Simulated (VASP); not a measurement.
# MgO (P-6m2) in VASP: further runs, part 3 of 3

VASP 6.6.1.

**4. Single point, PBEsol (strain +0.0750 x Voigt [1, 1, 0, 0, 0, 0])**

INCAR

```
ALGO = Normal
EDIFF = 1E-6
ENCUT = 520
GGA = PS
ISIF = 2
ISMEAR = 0
LASPH = True
LCHARG = True
LELF = True
LREAL = False
LVHAR = True
LWAVE = False
NBANDS = 11
NELM = 60
PREC = Accurate
SIGMA = 0.05
```

KPOINTS

```
k-points
0
Gamma
  9 9 8
```

POSCAR

```
MgO
1.0
    3.1583724712      0.0000000000      0.0000000000
   -1.5791862356      2.7352307946      0.0000000000
    0.0000000000      0.0000000000      2.6796800000
Mg O
1 1
Direct
    0.0000000000      0.0000000000      0.0000000000
    0.3333333333      0.6666666667      0.5000000000
```

Potentials or basis: VASP PAW PBE potentials, release 64 (Mg, O).

Started as:

```bash
> cat potpaw_PBE.64/Mg/POTCAR potpaw_PBE.64/O/POTCAR > POTCAR
> mpirun -np 1 vasp_std > vasp.out
```

OUTCAR:

```text
EDIFF = 1E-6
   ENCUT = 520
   GGA = PS
   ISIF = 2
   ISMEAR = 0
   LASPH = True
   LREAL = False
   NELM = 60
   PREC = Accurate

 ion  position               nearest neighbor table
   1  0.000  0.000  0.000-   2 2.26   2 2.26   2 2.26   2 2.26   2 2.26   2 2.26
   2  0.333  0.667  0.500-   1 2.26   1 2.26   1 2.26   1 2.26   1 2.26   1 2.26

  LATTYP: Found a hexagonal cell.
 ALAT       =     3.1583724712
 C/A-ratio  =     0.8484369796

  Lattice vectors:

 A1 = (   3.1583724712,   0.0000000000,   0.0000000000)
 A2 = (  -1.5791862356,   2.7352307946,   0.0000000000)
 A3 = (   0.0000000000,   0.0000000000,   2.6796800000)

Analysis of symmetry for initial positions (statically):
=====================================================================
 Subroutine PRICEL returns:
 Original cell was already a primitive cell.

 Routine SETGRP: Setting up the symmetry group for a
 hexagonal supercell.

 Subroutine GETGRP returns: Found 12 space group operations
 (whereof 12 operations were pure point group operations)
 out of a pool of 24 trial point group operations.

The static configuration has the point symmetry D_3h.

Analysis of symmetry for dynamics (positions and initial velocities):
=====================================================================
 Subroutine PRICEL returns:
 Original cell was already a primitive cell.

 Routine SETGRP: Setting up the symmetry group for a
 hexagonal supercell.

 Subroutine GETGRP returns: Found 12 space group operations
 (whereof 12 operations were pure point group operations)
 out of a pool of 24 trial point group operations.

The dynamic configuration has the point symmetry D_3h.

 Subroutine INISYM returns: Found 12 space group operations
 (whereof 12 operations are pure point group operations),
 and found     1 'primitive' translations

----------------------------------------------------------------------------------------

                                     Primitive cell

  volume of cell :      23.1494

  direct lattice vectors                    reciprocal lattice vectors
     3.158372471  0.000000000  0.000000000     0.316618768  0.182799931  0.000000000
    -1.579186236  2.735230795  0.000000000     0.000000000  0.365599862  0.000000000
     0.000000000  0.000000000  2.679680000     0.000000000  0.000000000  0.373178887

  length of vectors
     3.158372471  3.158372471  2.679680000     0.365599862  0.365599862  0.373178887

  position of ions in fractional coordinates (direct lattice)
     0.000000000  0.000000000  0.000000000
     0.333333333  0.666666667  0.500000000

  ion indices of the primitive-cell ions
   primitive index   ion index
                 1           1
                 2           2

----------------------------------------------------------------------------------------

 KPOINTS: k-points

Automatic generation of k-mesh.
 Grid dimensions read from file:
 generate k-points for:    9    9    8

 Generating k-lattice:

  Cartesian coordinates                     Fractional coordinates (reciprocal lattice)
     0.035179863  0.020311103  0.000000000     0.111111111  0.000000000  0.000000000
     0.000000000  0.040622207  0.000000000     0.000000000  0.111111111  0.000000000
[... 39 lines left out ...]
 [... further k-points ...]
   k-points           NKPTS =     60   k-points in BZ     NKDIM =     60   number of bands    NBANDS=     11
   number of dos      NEDOS =    301   number of ions     NIONS =      2
   total plane-waves  NPLWV =  11520
   dimension x,y,z NGX =    24 NGY =   24 NGZ =   20
   dimension x,y,z NGXF=    48 NGYF=   48 NGZF=   40
   ions per type =               1   1
   NGX,Y,Z   is equivalent  to a cutoff of  12.63, 12.63, 12.41 a.u.
   NGXF,Y,Z  is equivalent  to a cutoff of  25.27, 25.27, 24.82 a.u.
 SYSTEM =  unknown system
   PREC   = accura    normal or accurate (medium, high low for compatibility)
   ISTART =      0    job   : 0-new  1-cont  2-samecut
   ICHARG =      2    charge: 1-file 2-atom 10-const
   ISPIN  =      1    spin polarized calculation?
   LNONCOLLINEAR =      F non collinear calculations
   LSORBIT =      F    spin-orbit coupling
   LASPH  =      T    aspherical Exc in radial PAW
   ENCUT  =  520.0 eV  38.22 Ry    6.18 a.u.   5.87  5.87  4.98*2*pi/ulx,y,z
   NELM   =     60;   NELMIN=  2; NELMDL= -5     # of ELM steps
   EDIFF  = 0.1E-05   stopping-criterion for ELM
   LREAL  =      F    real-space projection
   EDIFFG = 0.1E-04   stopping-criterion for IOM
   NSW    =      0    number of steps for IOM
   IBRION =     -1    ionic relax: 0-MD 1-quasi-New 2-CG
   NFREE  =      0    steps in history (QN), initial steepest desc. (CG)
   ISIF   =      2    stress and relaxation
   ISYM   =      2    0-nonsym 1-usesym 2-fastsym
   POTIM  = 0.5000    time-step for ionic-motion
   TEBEG  =    0.0;   TEEND  =   0.0 temperature during run
   PSTRESS=    0.0 pullay stress
   NELECT =       8.0000    total number of electrons
   NUPDOWN=      -1.0000    fix difference up-down
   EMIN   =  10.00;   EMAX   =-10.00  energy-range for DOS
   EFERMI =   0.00;   METHOD = LEGACY
   ISMEAR =     0;   SIGMA  =   0.05  broadening in eV -4-tet -1-fermi 0-gaus
   EFERMI_NEDOS =   21; number of points for ismear=-14 and -15
   IALGO  =     38    algorithm
   IMIX   =      4    mixing-type and parameters
     AMIX     =   0.40;   BMIX     =  1.00
     AMIX_MAG =   1.60;   BMIX_MAG =  1.00
  volume/ion in A,a.u.               =      11.57        78.11
  Fermi-wavevector in a.u.,A,eV,Ry     =   1.148836  2.170985 17.957301  1.319824
  Thomas-Fermi vector in A             =   2.285509
   LORBIT       =      0    0 simple, 1 ext, 2 COOP (PROOUT), +10 PAW based schemes
   GGA     = PS    functional components
   LHFCALC =     F    Hartree Fock is set to
   AEXX    =    0.0000 exact exchange contribution
   IVDW    =     0    specifies the selected vdW correction
   LEPSILON=     F    determine dielectric tensor
   LRPA    =     F    only Hartree local field effects (RPA)
 non-spin polarized calculation
 Gauss-broadening in eV      SIGMA  =   0.05
  energy-cutoff  :      520.00
  volume of cell :       23.15
 maximum number of plane-waves:       646
 NGX is ok and might be reduce to    24
   NGX = 11   NGY = 11   NGZ =  9

 number of electron       7.9999991 magnetization

 Free energy of the ion-electron system (eV)
  ---------------------------------------------------
  ext. energy  EPLUGINS =         0.00000000
  ---------------------------------------------------
  free energy    TOTEN  =       -11.50399105 eV

  energy without entropy =      -11.50399105  energy(sigma->0) =      -11.50399105

 E-fermi :   2.9222     XC(G=0): -10.2827

 val. band max:        2.6601160770   @ k =   0.3333   0.3333   0.0000
 cond. band min:       4.1309424946   @ k =   0.0000   0.0000   0.0000
 fundamental gap:      1.4708264176
 Fermi energy:         2.9221950334

 k-point     1 :       0.0000    0.0000    0.0000
  band No.  band energies     occupation
      1     -14.5383      2.00000
      2       1.3528      2.00000
      3       1.3528      2.00000
      4       2.4005      2.00000
      5       4.1309      0.00000
      6      13.7860      0.00000
      7      15.4964      0.00000
      8      15.4964      0.00000
      9      19.8585      0.00000
     10      22.2104      0.00000
     11      22.5181      0.00000
[... 309 lines left out ...]
 k-point    24 :       0.3333    0.3333    0.1250
  band No.  band energies     occupation
      1     -13.6544      2.00000
      2      -1.1610      2.00000
      3      -0.9852      2.00000
      4       2.0177      2.00000
      5       9.6432      0.00000
      6      11.2823      0.00000
      7      13.4430      0.00000
      8      18.1207      0.00000
      9      19.3948      0.00000
     10      21.4223      0.00000
     11      24.8335      0.00000

 [... further k-points ...]

------------------------ aborting loop because EDIFF is reached ----------------------------------------

  FORCE on cell =-STRESS in cart. coord.  units (eV):
  Direction    XX          YY          ZZ          XY          YZ          ZX
  --------------------------------------------------------------------------------------
  -------------------------------------------------------------------------------------
  Total       -3.6851364     -3.6851364      0.1522110      0.0000000     -0.0000000      0.0000000
  in kB     -255.0491564   -255.0491564     10.5345593      0.0000000     -0.0000000      0.0000000
  external PRESSURE =    -166.5212512 kB  Pullay stress =       0.0000000 kB

 VOLUME and BASIS-vectors are now :
 -----------------------------------------------------------------------------
  energy-cutoff  :      520.00
  volume of cell :       23.15
      direct lattice vectors                 reciprocal lattice vectors
     3.158372471  0.000000000  0.000000000     0.316618768  0.182799931  0.000000000
    -1.579186236  2.735230795  0.000000000     0.000000000  0.365599862  0.000000000
     0.000000000  0.000000000  2.679680000     0.000000000  0.000000000  0.373178887

 POSITION                                       TOTAL-FORCE (eV/Angst)
 -----------------------------------------------------------------------------------
      0.00000      0.00000      0.00000         0.000000     -0.000000      0.000000
     -0.00000      1.82349      1.33984        -0.000000      0.000000      0.000000
 -----------------------------------------------------------------------------------
    total drift:                                0.000000     -0.000000     -0.000000

  FREE ENERGIE OF THE ION-ELECTRON SYSTEM (eV)
  ---------------------------------------------------
  free  energy   TOTEN  =       -11.5039910521 eV

  energy  without entropy=      -11.5039910521  energy(sigma->0) =      -11.50399105
```

OSZICAR:

```text
N       E                     dE             d eps       ncg     rms          rms(c)
DAV:   1     0.131960486023E+02    0.13196E+02   -0.43223E+03  1504   0.619E+02
DAV:   2    -0.124428942279E+02   -0.25639E+02   -0.24914E+02  1532   0.127E+02
DAV:   3    -0.131093321155E+02   -0.66644E+00   -0.66572E+00  1604   0.181E+01
DAV:   4    -0.131111758810E+02   -0.18438E-02   -0.18437E-02  1432   0.109E+00
DAV:   5    -0.131111830786E+02   -0.71976E-05   -0.71976E-05  1572   0.674E-02    0.684E+00
DAV:   6    -0.115938833890E+02    0.15173E+01   -0.10122E+01  1371   0.158E+01    0.274E+00
DAV:   7    -0.115335012033E+02    0.60382E-01   -0.16810E-01  1415   0.294E+00    0.139E+00
DAV:   8    -0.115047728962E+02    0.28728E-01   -0.59750E-02  1359   0.235E+00    0.316E-01
DAV:   9    -0.115043575398E+02    0.41536E-03   -0.28376E-04  1547   0.133E-01    0.242E-01
DAV:  10    -0.115039948651E+02    0.36267E-03   -0.94701E-04  1365   0.270E-01    0.220E-02
DAV:  11    -0.115039893557E+02    0.55094E-05   -0.22294E-05  1473   0.234E-02    0.968E-03
DAV:  12    -0.115039910651E+02   -0.17094E-05   -0.27719E-06  1356   0.111E-02    0.223E-03
DAV:  13    -0.115039910521E+02    0.13000E-07   -0.13754E-07   714   0.236E-03
   1 F= -.11503991E+02 E0= -.11503991E+02  d E =-.132263E-15
```

Wall time 6.8 s (1 thread of Intel Xeon 6975P-C (Granite Rapids), shared host); peak memory 0.14 GiB.

Results:

| Item | Value |
| --- | --- |
| Free energy | -11.5040 eV |
| Pressure | -16.7 GPa |
| Band gap on the k mesh | 1.47 eV, indirect (least direct gap 1.73 eV) |

Stress tensor (GPa, compression positive):
```
-25.50   0.00   0.00
  0.00 -25.50   0.00
  0.00   0.00   1.05
```

Levels at points of the mesh, in eV from the valence-band top:
```
           k point  band 1  band 2  band 3  band 4  band 5  band 6  band 7  band 8
(0.00, 0.00, 0.00)  -17.20   -1.31   -1.31   -0.26    1.47   11.13   12.84   12.84
(0.00, 0.00, 0.50)  -16.19   -5.02   -0.72   -0.72    6.16    7.75   15.74   15.74
```

Caveat: the cell differs from its parent crystal (strain +0.0750 x Voigt [1, 1, 0, 0, 0, 0]); the PAW data sets were made with another functional, which shifts forces and pressure a little. A k mesh can miss the band edges.

**5. Overview**

| cell | gap on the mesh (eV) | pressure (GPa) |
| --- | --- | --- |
| a = 2.497, b = 2.497, c = 2.680 Å, angles 90.0, 90.0, 120.0°, 2 atoms | 3.44 | 75.4 |
| a = 2.718, b = 2.718, c = 2.680 Å, angles 90.0, 90.0, 120.0°, 2 atoms | 3.60 | 22.1 |
| a = 3.158, b = 3.158, c = 2.680 Å, angles 90.0, 90.0, 120.0°, 2 atoms | 1.47 | -16.7 |

Alike in all rows: task single point; level PBEsol; potentials or basis VASP PAW PBE potentials, release 64 (Mg, O); no spin polarisation; k mesh 9 × 9 × 8; cutoff (eV) 520; smearing gaussian 0.05 eV.

Caveats: the PAW data sets were made with another functional, which shifts forces and pressure a little.

Total energies depend on the potentials used, so only differences within one code and one set of settings carry meaning.
